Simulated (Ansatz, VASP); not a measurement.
## Na3HfO: VASP beside Ansatz

```
Na Hf O
1.0
     6.61441    0.00000    0.00000
    -3.30721    5.72825    0.00000
     0.00000    0.00000    3.92429
Na Hf O
3 1 1
Direct
  0.50000 0.00000 0.50000
  0.00000 0.50000 0.50000
  0.50000 0.50000 0.50000
  0.00000 0.00000 0.00000
  0.00000 0.00000 0.50000
```

Alike in both runs: task relaxation of cell and atoms; functional PBE; k mesh 6 × 6 × 10; occupations gaussian, width 0.1 eV; no spin polarisation.

|  | VASP | Ansatz |
| --- | --- | --- |
| version | VASP 6.6.1 | Ansatz 0.2.0 |
| potentials or method | VASP PAW PBE potentials, release 64 (Na_pv, Hf_pv, O), cutoff 600 eV | scalar-relativistic, plane waves, PAW |
| valence electrons in the cell | 37 | 59 |

```csv
,VASP,Ansatz,Ansatz less VASP
"gap on the k mesh at the Fermi level, each at its own relaxed structure (eV)",none,none,-
relaxed volume (Å³/atom),30.15,30.21,+0.057
relaxed cell length with the largest relative difference (Å),3.917,3.928,+0.0109
```

A gap of «none» marks a metal or a gap that the smearing closes. VASP's potentials hold 37 valence electrons a cell and Ansatz's 59, so a difference there can come from the potentials and not from the codes.

Neither program's run includes spin-orbit coupling.
